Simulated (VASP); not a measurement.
# In (C2/m) in VASP: further runs

The runs below take In through single point, with PBE.

Program: VASP 6.6.1. These are calculated values, not measurements. Logs are shortened: lines on timing, memory, paths and dates and some standing lists are left out, and cuts for length are marked.

### 1 The cell of the first run

It takes space group C2/m (No. 12, monoclinic). The conventional cell has a = 4.608 Å, b = 4.731 Å, c = 3.371 Å, α = 90.00°, β = 131.51°, γ = 90.00°. Within 4.3 Å of In (site symmetry 2/m) lie 12 In at 3.30 to 3.47 Å.

### 2 Single point, PBE

File INCAR:

```
SYSTEM = In
PREC = Accurate
ENCUT = 520
EDIFF = 1E-7
ISMEAR = 1
SIGMA = 0.03
LREAL = .False.
LASPH = .True.
NELM = 60
ALGO = Normal
ISIF = 2
LWAVE = .False.
LCHARG = .False.
GGA = PE
NBANDS = 12
```

File KPOINTS:

```
Automatic mesh
0
Gamma
  11 11 14
  0 0 0
```

File POSCAR:

```
In
1.0
   -1.6482197047      1.6973406184      2.5249789927
    1.6973406184     -1.6482197047      2.5249789927
    1.6043570008      1.6043570008     -2.4927016059
In
1
Direct
    0.0000000000      0.0000000000      0.0000000000
```

Potentials or basis: VASP PAW PBE potentials, release 64 (In_d).

Run with:

```sh
$ cat potpaw_PBE.64/In_d/POTCAR > POTCAR
$ mpirun -np 1 vasp_std > vasp.out
```

OUTCAR:

```text
SYSTEM = In
   PREC = Accurate
   ENCUT = 520
   EDIFF = 1E-7
   ISMEAR = 1
   LREAL = .False.
   LASPH = .True.
   NELM = 60
   ISIF = 2
   GGA = PE

 ion  position               nearest neighbor table
   1  0.000  0.000  0.000-

  Warning from LATTYP: Got some problem with cell dimensions!
  Tried to take original basis but could not verify dimensions!
  LATTYP: Found a base centered monoclinic cell.
 ALAT       =     4.6077265532
 B/A-ratio  =     1.0268267285
 C/A-ratio  =     0.7315277982
 COS(beta)  =    -0.6627023839

  Lattice vectors:

 A1 = (   0.0438627039,  -3.3016976192,  -0.0322773868)
 A2 = (  -3.3016976192,   0.0438627039,  -0.0322773868)
 A3 = (   1.6043570008,   1.6043570008,  -2.4927016059)

Analysis of symmetry for initial positions (statically):
=====================================================================
 Subroutine PRICEL returns:
 Original cell was already a primitive cell.

 Routine SETGRP: Setting up the symmetry group for a
 base centered monoclinic supercell.

 Subroutine GETGRP returns: Found  4 space group operations
 (whereof  4 operations were pure point group operations)
 out of a pool of  4 trial point group operations.

The static configuration has the point symmetry C_2h.

Analysis of symmetry for dynamics (positions and initial velocities):
=====================================================================
 Subroutine PRICEL returns:
 Original cell was already a primitive cell.

 Routine SETGRP: Setting up the symmetry group for a
 base centered monoclinic supercell.

 Subroutine GETGRP returns: Found  4 space group operations
 (whereof  4 operations were pure point group operations)
 out of a pool of  4 trial point group operations.

The dynamic configuration has the point symmetry C_2h.

 Subroutine INISYM returns: Found  4 space group operations
 (whereof  4 operations are pure point group operations),
 and found     1 'primitive' translations

----------------------------------------------------------------------------------------

                                     Primitive cell

  volume of cell :      27.5152

  direct lattice vectors                    reciprocal lattice vectors
    -1.648219705  1.697340618  2.524978993     0.002091654  0.300995246  0.195073325
     1.697340618 -1.648219705  2.524978993     0.300995246  0.002091654  0.195073325
     1.604357001  1.604357001 -2.492701606     0.307011499  0.307011499 -0.005972598

  length of vectors
     3.460218531  3.460218531  3.370680060     0.358686654  0.358686654  0.434220903

  position of ions in fractional coordinates (direct lattice)
     0.000000000  0.000000000  0.000000000

  ion indices of the primitive-cell ions
   primitive index   ion index
                 1           1

----------------------------------------------------------------------------------------

 KPOINTS: Automatic mesh

Automatic generation of k-mesh.
 Grid dimensions read from file:
 generate k-points for:   11   11   14

 Generating k-lattice:

  Cartesian coordinates                     Fractional coordinates (reciprocal lattice)
     0.000190150  0.027363204  0.017733939     0.090909091  0.000000000 -0.000000000
     0.027363204  0.000190150  0.017733939     0.000000000  0.090909091 -0.000000000
     0.021929393  0.021929393 -0.000426614     0.000000000  0.000000000  0.071428571

  Length of vectors
     0.032607878  0.032607878  0.031015779

  Shift w.r.t. Gamma in fractional coordinates (k-lattice)
     0.000000000  0.000000000  0.000000000

 Subroutine IBZKPT returns following result:
 ===========================================

 Found    468 irreducible k-points:

 Following reciprocal coordinates:
            Coordinates               Weight
  0.000000  0.000000  0.000000      1.000000
  0.090909  0.000000 -0.000000      4.000000
  0.181818  0.000000 -0.000000      4.000000
  0.272727 -0.000000 -0.000000      4.000000
  0.363636  0.000000 -0.000000      4.000000
  0.454545  0.000000 -0.000000      4.000000
[... 16 lines left out ...]
 -0.272727  0.181818 -0.000000      4.000000
 -0.181818  0.181818  0.000000      2.000000
 [... further k-points ...]
   k-points           NKPTS =    468   k-points in BZ     NKDIM =    468   number of bands    NBANDS=     12
   number of dos      NEDOS =    301   number of ions     NIONS =      1
   total plane-waves  NPLWV =  21952
   dimension x,y,z NGX =    28 NGY =   28 NGZ =   28
   dimension x,y,z NGXF=    56 NGYF=   56 NGZF=   56
   ions per type =               1
   NGX,Y,Z   is equivalent  to a cutoff of  13.45, 13.45, 13.81 a.u.
   NGXF,Y,Z  is equivalent  to a cutoff of  26.91, 26.91, 27.62 a.u.
 SYSTEM =  In
   PREC   = accura    normal or accurate (medium, high low for compatibility)
   ISTART =      0    job   : 0-new  1-cont  2-samecut
   ICHARG =      2    charge: 1-file 2-atom 10-const
   ISPIN  =      1    spin polarized calculation?
   LNONCOLLINEAR =      F non collinear calculations
   LSORBIT =      F    spin-orbit coupling
   LASPH  =      T    aspherical Exc in radial PAW
   ENCUT  =  520.0 eV  38.22 Ry    6.18 a.u.   6.43  6.43  6.27*2*pi/ulx,y,z
   NELM   =     60;   NELMIN=  2; NELMDL= -5     # of ELM steps
   EDIFF  = 0.1E-06   stopping-criterion for ELM
   LREAL  =      F    real-space projection
   EDIFFG = 0.1E-05   stopping-criterion for IOM
   NSW    =      0    number of steps for IOM
   IBRION =     -1    ionic relax: 0-MD 1-quasi-New 2-CG
   NFREE  =      0    steps in history (QN), initial steepest desc. (CG)
   ISIF   =      2    stress and relaxation
   ISYM   =      2    0-nonsym 1-usesym 2-fastsym
   POTIM  = 0.5000    time-step for ionic-motion
   TEBEG  =    0.0;   TEEND  =   0.0 temperature during run
   PSTRESS=    0.0 pullay stress
   NELECT =      13.0000    total number of electrons
   NUPDOWN=      -1.0000    fix difference up-down
   EMIN   =  10.00;   EMAX   =-10.00  energy-range for DOS
   EFERMI =   0.00;   METHOD = LEGACY
   ISMEAR =     1;   SIGMA  =   0.03  broadening in eV -4-tet -1-fermi 0-gaus
   EFERMI_NEDOS =   21; number of points for ismear=-14 and -15
   IALGO  =     38    algorithm
   IMIX   =      4    mixing-type and parameters
     AMIX     =   0.40;   BMIX     =  1.00
     AMIX_MAG =   1.60;   BMIX_MAG =  1.00
  volume/ion in A,a.u.               =      27.52       185.68
  Fermi-wavevector in a.u.,A,eV,Ry     =   1.275064  2.409521 22.120188  1.625788
  Thomas-Fermi vector in A             =   2.407797
   LORBIT       =      0    0 simple, 1 ext, 2 COOP (PROOUT), +10 PAW based schemes
   GGA     = PE    functional components
   LHFCALC =     F    Hartree Fock is set to
   AEXX    =    0.0000 exact exchange contribution
   IVDW    =     0    specifies the selected vdW correction
   LEPSILON=     F    determine dielectric tensor
   LRPA    =     F    only Hartree local field effects (RPA)
 non-spin polarized calculation
 Methfessel and Paxton  Order N= 1 SIGMA  =   0.03
  energy-cutoff  :      520.00
  volume of cell :       27.52
 maximum number of plane-waves:       753
 NGX is ok and might be reduce to    28
   NGX = 13   NGY = 13   NGZ = 13

 number of electron      12.9999999 magnetization

 Free energy of the ion-electron system (eV)
  ---------------------------------------------------
  ext. energy  EPLUGINS =         0.00000000
  ---------------------------------------------------
  free energy    TOTEN  =        -2.55936385 eV

  energy without entropy =       -2.55934391  energy(sigma->0) =       -2.55935721

 E-fermi :   6.9635     XC(G=0): -10.0153

 val. band max:        6.9603393218   @ k =  -0.2727   0.3636   0.1429
 cond. band min:       6.9704891576   @ k =  -0.2727  -0.4545   0.2143
 fundamental gap:      0.0101498358
 Fermi energy:         6.9634673537

 k-point     1 :       0.0000    0.0000    0.0000
  band No.  band energies     occupation
      1      -7.6935      2.00000
      2      -7.6086      2.00000
      3      -7.5754      2.00000
      4      -7.5265      2.00000
      5      -7.4298      2.00000
      6      -2.2410      2.00000
      7      16.7614      0.00000
      8      17.0140      0.00000
      9      17.4804      0.00000
     10      18.5313      0.00000
     11      20.2273      0.00000
     12      20.5664      0.00000

 k-point     2 :       0.0909    0.0000   -0.0000
  band No.  band energies     occupation
      1      -7.6826      2.00000
      2      -7.6074      2.00000
      3      -7.5691      2.00000
      4      -7.5214      2.00000
      5      -7.4337      2.00000
      6      -2.0698      2.00000
      7      14.9039      0.00000
      8      16.6919      0.00000
      9      17.1097      0.00000
     10      18.3397      0.00000
     11      20.7661      0.00000
     12      21.0702      0.00000

 k-point     3 :       0.1818    0.0000   -0.0000
  band No.  band energies     occupation
      1      -7.6637      2.00000
      2      -7.6139      2.00000
      3      -7.5542      2.00000
      4      -7.4934      2.00000
      5      -7.4376      2.00000
      6      -1.5515      2.00000
      7      11.9430      0.00000
      8      16.0926      0.00000
      9      16.5274      0.00000
     10      18.2477      0.00000
     11      19.8901      0.00000
     12      21.9889      0.00000

 k-point     4 :       0.2727   -0.0000   -0.0000
  band No.  band energies     occupation
      1      -7.6581      2.00000
      2      -7.6320      2.00000
      3      -7.5509      2.00000
      4      -7.4356      2.00000
      5      -7.4214      2.00000
      6      -0.6784      2.00000
      7       9.1018      0.00000
      8      15.3423      0.00000
      9      16.1538      0.00000
     10      18.1961      0.00000
     11      19.0619      0.00000
     12      20.9066      0.00000

 k-point     5 :       0.3636    0.0000   -0.0000
  band No.  band energies     occupation
      1      -7.6672      2.00000
      2      -7.6487      2.00000
      3      -7.5629      2.00000
      4      -7.3918      2.00000
      5      -7.3694      2.00000
      6       0.5457      2.00000
      7       6.5312      2.00000
      8      14.7454      0.00000
      9      15.9319      0.00000
     10      18.1687      0.00000
     11      18.5216      0.00000
     12      20.0447      0.00000
[... 228 lines left out ...]
      1      -7.6925      2.00000
      2      -7.5963      2.00000
      3      -7.5251      2.00000
      4      -7.4438      2.00000
      5      -7.3302      2.00000
      6       1.7273      2.00000
      7       6.2059      2.00000
      8      12.2192      0.00000
      9      13.1695      0.00000
     10      15.9972      0.00000
     11      20.4978      0.00000
     12      21.2368      0.00000

 k-point    22 :      -0.3636    0.1818    0.0000
  band No.  band energies     occupation
      1      -7.6929      2.00000
      2      -7.5915      2.00000
      3      -7.5122      2.00000
      4      -7.4664      2.00000
      5      -7.3648      2.00000
      6       0.3859      2.00000
      7       8.5905      0.00000
      8      13.1167      0.00000
      9      13.4766      0.00000
     10      16.0179      0.00000
     11      18.5735      0.00000
     12      21.6458      0.00000

 k-point    23 :      -0.2727    0.1818   -0.0000
  band No.  band energies     occupation
      1      -7.6846      2.00000
      2      -7.5719      2.00000
      3      -7.5133      2.00000
      4      -7.4951      2.00000
      5      -7.4170      2.00000
      6      -0.6258      2.00000
      7      11.2564      0.00000
      8      13.6902      0.00000
      9      14.3690      0.00000
     10      16.3754      0.00000
     11      17.0019      0.00000
     12      22.4774      0.00000

 k-point    24 :      -0.1818    0.1818    0.0000
  band No.  band energies     occupation
      1      -7.6648      2.00000
      2      -7.5744      2.00000
      3      -7.5365      2.00000
      4      -7.5123      2.00000
      5      -7.4451      2.00000
      6      -1.2842      2.00000
      7      13.6899      0.00000
      8      14.4597      0.00000
      9      14.5790      0.00000
     10      16.2977      0.00000
     11      17.9150      0.00000
     12      22.8516      0.00000

 [... further k-points ...]
[... 5 lines left out ...]
  --------------------------------------------------------------------------------------
  -------------------------------------------------------------------------------------
  Total        0.0188942      0.0188942     -0.0661517     -0.0278207     -0.0519971     -0.0519971
  in kB        1.1001867      1.1001867     -3.8519431     -1.6199669     -3.0277314     -3.0277319
  external PRESSURE =      -0.5505232 kB  Pullay stress =       0.0000000 kB

 VOLUME and BASIS-vectors are now :
 -----------------------------------------------------------------------------
  energy-cutoff  :      520.00
  volume of cell :       27.52
      direct lattice vectors                 reciprocal lattice vectors
    -1.648219705  1.697340618  2.524978993     0.002091654  0.300995246  0.195073325
     1.697340618 -1.648219705  2.524978993     0.300995246  0.002091654  0.195073325
     1.604357001  1.604357001 -2.492701606     0.307011499  0.307011499 -0.005972598

 POSITION                                       TOTAL-FORCE (eV/Angst)
 -----------------------------------------------------------------------------------
      0.00000      0.00000      0.00000        -0.000000      0.000000      0.000000
 -----------------------------------------------------------------------------------
    total drift:                               -0.000000     -0.000000     -0.000000

  FREE ENERGIE OF THE ION-ELECTRON SYSTEM (eV)
  ---------------------------------------------------
  free  energy   TOTEN  =        -2.5593638548 eV

  energy  without entropy=       -2.5593439126  energy(sigma->0) =       -2.55935721
```

Wall time 53 s (1 thread of Intel Xeon 6975P-C (Granite Rapids), shared host); peak memory 0.27 GiB.

Results:

```
Free energy : -2.5594 eV
Pressure    : -0.1 GPa
```

Stress tensor (GPa, compression positive):
```
 0.11 -0.16 -0.30
-0.16  0.11 -0.30
-0.30 -0.30 -0.39
```

Levels at points of the mesh, in eV from the Fermi level:
```csv
k point,band 4,band 5,band 6,band 7,band 8,band 9
"(0.00, 0.00, 0.00)",-14.49,-14.39,-9.20,9.80,10.05,10.52
"(0.00, 0.00, 0.50)",-14.29,-14.23,-1.65,-1.52,3.25,3.64
```

Caveat: spin-orbit coupling is left out, which moves the levels of the heavy elements.

### 3 Single point, PBE

File INCAR:

```
SYSTEM = In
ALGO     = Normal         ! electronic algorithm
EDIFF    = 1E-6           ! SCF threshold, eV
ENCUT    = 520            ! plane-wave cutoff, eV
GGA      = PE             ! functional
ISIF     = 2              ! what is computed and relaxed
ISMEAR   = 1              ! smearing method
LASPH    = .True.         ! aspherical terms in the spheres
LCHARG   = .False.        ! write CHGCAR
LREAL    = .False.        ! projectors in reciprocal space
LWAVE    = .False.        ! write WAVECAR
NBANDS   = 12             ! bands
NELM     = 60             ! most SCF steps
PREC     = Accurate       ! precision mode
SIGMA    = 0.1            ! smearing width, eV
```

File KPOINTS:

```
k-points
0
Gamma
  11 11 14
  0 0 0
```

POSCAR is that of step 2.

Potentials or basis: VASP PAW PBE potentials, release 64 (In_d).

Run with:

```sh
$ cat potpaw_PBE.64/In_d/POTCAR > POTCAR
$ mpirun -np 1 vasp_std > vasp.out
```

OUTCAR:

```text
SYSTEM = In
   EDIFF = 1E-6
   ENCUT = 520
   GGA = PE
   ISIF = 2
   ISMEAR = 1
   LASPH = .True.
   LREAL = .False.
   NELM = 60
   PREC = Accurate

 ion  position               nearest neighbor table
   1  0.000  0.000  0.000-

  Warning from LATTYP: Got some problem with cell dimensions!
  Tried to take original basis but could not verify dimensions!
  LATTYP: Found a base centered monoclinic cell.
 ALAT       =     4.6077265532
 B/A-ratio  =     1.0268267285
[... 547 lines left out ...]
     12      22.8517      0.00000

 [... further k-points ...]

------------------------ aborting loop because EDIFF is reached ----------------------------------------

  FORCE on cell =-STRESS in cart. coord.  units (eV):
  Direction    XX          YY          ZZ          XY          YZ          ZX
  --------------------------------------------------------------------------------------
  -------------------------------------------------------------------------------------
  Total        0.0133056      0.0133056     -0.0464277     -0.0254211     -0.0452147     -0.0452146
  in kB        0.7747695      0.7747695     -2.7034326     -1.4802438     -2.6327995     -2.6327939
  external PRESSURE =      -0.3846312 kB  Pullay stress =       0.0000000 kB

 VOLUME and BASIS-vectors are now :
 -----------------------------------------------------------------------------
  energy-cutoff  :      520.00
  volume of cell :       27.52
      direct lattice vectors                 reciprocal lattice vectors
    -1.648219705  1.697340618  2.524978993     0.002091654  0.300995246  0.195073325
     1.697340618 -1.648219705  2.524978993     0.300995246  0.002091654  0.195073325
     1.604357001  1.604357001 -2.492701606     0.307011499  0.307011499 -0.005972598

 POSITION                                       TOTAL-FORCE (eV/Angst)
 -----------------------------------------------------------------------------------
      0.00000      0.00000      0.00000        -0.000000      0.000000      0.000000
 -----------------------------------------------------------------------------------
    total drift:                               -0.000000     -0.000000     -0.000000

  FREE ENERGIE OF THE ION-ELECTRON SYSTEM (eV)
  ---------------------------------------------------
  free  energy   TOTEN  =        -2.5593450730 eV

  energy  without entropy=       -2.5594716470  energy(sigma->0) =       -2.55938726
```

OSZICAR:

```text
N       E                     dE             d eps       ncg     rms          rms(c)
DAV:   1     0.783056709095E+02    0.78306E+02   -0.62412E+03 11404   0.134E+03
DAV:   2     0.128956666961E+01   -0.77016E+02   -0.75105E+02 11704   0.291E+02
DAV:   3    -0.249253861702E+01   -0.37821E+01   -0.37703E+01 13400   0.646E+01
DAV:   4    -0.257953880705E+01   -0.87000E-01   -0.86972E-01 14120   0.983E+00
DAV:   5    -0.258335755835E+01   -0.38188E-02   -0.38186E-02 15648   0.181E+00    0.207E+00
DAV:   6    -0.256325776353E+01    0.20100E-01   -0.33106E-02 14380   0.363E+00    0.103E+00
DAV:   7    -0.255953297404E+01    0.37248E-02   -0.10517E-02 14592   0.188E+00    0.237E-01
DAV:   8    -0.255933722909E+01    0.19574E-03   -0.82623E-04 15336   0.476E-01    0.317E-02
DAV:   9    -0.255934439039E+01   -0.71613E-05   -0.12820E-05 15612   0.459E-02    0.133E-02
DAV:  10    -0.255934507301E+01   -0.68262E-06   -0.10501E-06 10268   0.108E-02
   1 F= -.25593451E+01 E0= -.25593873E+01  d E =0.126574E-03
```

It took 50 s on 1 thread of Intel Xeon 6975P-C (Granite Rapids), shared host; peak memory 0.27 GiB.

Results:

```
Free energy : -2.5593 eV
Pressure    : 0.0 GPa
```

Levels at points of the mesh, in eV from the Fermi level:
```csv
k point,band 3,band 4,band 5,band 6,band 7,band 8,band 9,band 10
"(0.00, 0.00, 0.00)",-14.54,-14.49,-14.40,-9.21,9.79,10.05,10.51,11.56
"(0.00, 0.00, 0.50)",-14.33,-14.29,-14.23,-1.65,-1.53,3.24,3.64,6.54
```

Caveat: spin-orbit coupling is left out, which moves the levels of the heavy elements.

[end of part 1 of 2]
